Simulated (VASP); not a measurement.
Write the native input for VASP 6.6.1 that does the following.

```yaml
Task: relaxation of the atoms
Functional: LDA
Potentials_or_basis: VASP PAW LDA potentials, release 64 (Os)
Cutoff: 520 eV
k_mesh: 12 × 12 × 1
Occupations: gaussian, width 0.1 eV
Spin: no spin polarisation
Dipole_correction: yes
Atoms_held_fixed_from_0: "[0, 1]"
Further_INCAR_settings: ALGO = Normal; EDIFF = 1e-06; IBRION = 2; EDIFFG = -0.03; NSW = 70
```

The structure of Os lies in POSCAR:

```
Os
1.0
    2.7145740629      0.0000000000      0.0000000000
   -1.3572870314      2.3508900989      0.0000000000
    0.0000000000      0.0000000000     20.4398559595
Os
4
Selective dynamics
Direct
    0.6666666667      0.3333333333      0.3424681668  F F F
    0.3333333333      0.6666666667      0.4474893889  F F F
    0.6666666667      0.3333333333      0.5525106111  T T T
    0.3333333333      0.6666666667      0.6575318332  T T T
```

The input as run:

INCAR

```
SYSTEM = Os
PREC     = Accurate       ! precision mode
ENCUT    = 520            ! plane-wave cutoff, eV
EDIFF    = 1E-6           ! SCF threshold, eV
ISMEAR   = 0              ! smearing method
SIGMA    = 0.1            ! smearing width, eV
LREAL    = .FALSE.        ! projectors in reciprocal space
LASPH    = .TRUE.         ! aspherical terms in the spheres
NELM     = 80             ! most SCF steps
ALGO     = Normal         ! electronic algorithm
ISIF     = 2              ! what is computed and relaxed
LWAVE    = .FALSE.        ! write WAVECAR
LCHARG   = .FALSE.        ! write CHGCAR
LDIPOL   = .TRUE.       
IDIPOL   = 3            
DIPOL    = 0.5 0.5 0.500
IBRION   = 2              ! ionic algorithm
NSW      = 70             ! ionic steps
EDIFFG   = -0.03          ! ionic threshold
```

KPOINTS

```
regular mesh
0
G
  12 12 1
  0 0 0
```

Potentials or basis: VASP PAW LDA potentials, release 64 (Os).

Run with:

```sh
$ cat potpaw_LDA.64/Os/POTCAR > POTCAR
$ mpirun -np 1 vasp_std > vasp.out
```

Results of the run:

```yaml
Energy_gained_by_relaxing: 6.5 meV/atom
Ionic_steps: 5
Band_gap_on_the_k_mesh: zero (bands 16 and 17 overlap by 2.83 eV)
```

Caveat: spin-orbit coupling is left out, which moves the levels of the heavy elements.

Wall time 100 s on 1 thread of Intel(R) Xeon(R) 6975P-C (Granite Rapids) (shared host), peak memory 0.22 GiB.
